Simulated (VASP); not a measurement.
Set up this calculation in VASP 6.6.1, as the native input.

```
Task                   : single point
Functional             : PBEsol
Potentials or basis    : VASP PAW PBE potentials, release 64 (Cu)
Cutoff                 : 520 eV
k mesh                 : 10 × 10 × 3
Occupations            : fermi-dirac, width 0.1 eV
Spin                   : no spin polarisation
Dipole correction      : no
Further INCAR settings : ALGO = Normal; EDIFF = 1e-07; NBANDS = 30
```

The structure of Cu lies in POSCAR:

```
Cu
1.0
    2.6281954286      0.0000000000      0.0000000000
   -1.3140977143      2.2760840956      0.0000000000
    0.0000000000      0.0000000000      8.5798851316
Cu
4
Direct
    0.0000000000      0.0000000000      0.0000000000
    0.3333333333      0.6666666667      0.2500000000
    0.0000000000      0.0000000000      0.5000000000
    0.6666666667      0.3333333333      0.7500000000
```

This isn't the form of Cu at room conditions, which is fcc.

One way to write it, as run:

INCAR

```
SYSTEM = Cu
PREC = Accurate
ENCUT = 520
EDIFF = 1E-7
ISMEAR = -1
SIGMA = 0.1
LREAL = .FALSE.
LASPH = .TRUE.
NELM = 100
ALGO = Normal
ISIF = 2
LWAVE = .FALSE.
LCHARG = .FALSE.
GGA = PS
NBANDS = 30
```

KPOINTS

```
regular mesh
0
G
  10 10 3
  0 0 0
```

Potentials or basis: VASP PAW PBE potentials, release 64 (Cu).

Launch:

```sh
$ cat potpaw_PBE.64/Cu/POTCAR > POTCAR
$ mpirun -np 1 vasp_std > vasp.out
```

It gave:

The pressure is -14.5 GPa and the band gap on the k mesh is zero (bands 22 and 23 overlap by 4.50 eV).

Caveat: the cell stands under tension; the PAW data sets were made with another functional, which shifts forces and pressure a little.

Run time: 68 s on 1 thread of Intel Xeon 8259CL, on a shared host, peak memory 0.18 GiB.
